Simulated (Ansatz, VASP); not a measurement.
**KNbO3: VASP beside Ansatz**

Contents of INCAR:

```
PREC = Accurate ; ENCUT = 600
EDIFF = 1E-6 ; ISMEAR = 1
SIGMA = 0.05 ; LREAL = False
LASPH = True ; NELM = 200
ALGO = Normal ; ISIF = 2
LWAVE = False ; LCHARG = True
LMAXMIX = 4 ; LDAU = True
LDAUTYPE = 2 ; LDAUL = -1 2 -1
LDAUU = 0 2 0 ; LDAUJ = 0 0 0
LDAUPRINT = 1 ; GGA = PE
LELF = True ; LVHAR = True
NBANDS = 28 ; GGA_COMPAT = False
```

Contents of KPOINTS:

```
Automatic mesh
0
Gamma
  6 6 6
```

POSCAR

```
KNbO3
1.0
    4.0291830000      0.0000000000      0.0000000000
    0.0000000000      4.0291830000      0.0000000000
    0.0000000000      0.0000000000      4.0291830000
K Nb O
1 1 3
Direct
    0.0000000000      0.0000000000      0.0000000000
    0.5000000000      0.5000000000      0.5000000000
    0.0000000000      0.5000000000      0.5000000000
    0.5000000000      0.0000000000      0.5000000000
    0.5000000000      0.5000000000      0.0000000000
```

Input for Ansatz:

```yaml
crystal:
  lattice:
    a: 4.029183
    b: 4.029183
    c: 4.029183
    alpha: 90.0
    beta: 90.0
    gamma: 90.0
  atoms:
    - { symbol: K, position: [0.0, 0.0, 0.0] }
    - { symbol: Nb, position: [0.5, 0.5, 0.5] }
    - { symbol: O, position: [0.0, 0.5, 0.5] }
    - { symbol: O, position: [0.5, 0.0, 0.5] }
    - { symbol: O, position: [0.5, 0.5, 0.0] }
kpoints:
  mp_grid:
    grid: [6, 6, 6]
hamiltonian:
  hubbard:
    - { species: Nb, l: d, u_eff: 2.0 }
scf:
  occupations:
    method: cold
    width: 0.05
output:
  eigenvalues: true
```

Alike in both runs: task single point; functional PBE; k mesh 6 × 6 × 6; no spin polarisation; Hubbard terms Nb d U = 2.0 eV.

|  | VASP | Ansatz |
| --- | --- | --- |
| version | VASP 6.6.1 | Ansatz 0.2.0 |
| potentials or method | VASP PAW PBE potentials, release 64 (K_sv, Nb_sv, O) | plane waves, PAW |
| plane-wave cutoff (eV) | 600 | 420 |
| occupations | methfessel-paxton of order 1, width 0.05 eV | cold, width 0.05 eV |
| valence electrons in the cell | 40 | 40 |

Ansatz gave:

```
gap on the k mesh at the Fermi level (eV) : 1.70
```

Problem. Which values does VASP return?

Solution. gap on the k mesh at the Fermi level (eV): 1.73.

The programs project onto different local orbitals, so the same U acts differently, and such runs can settle in different states.
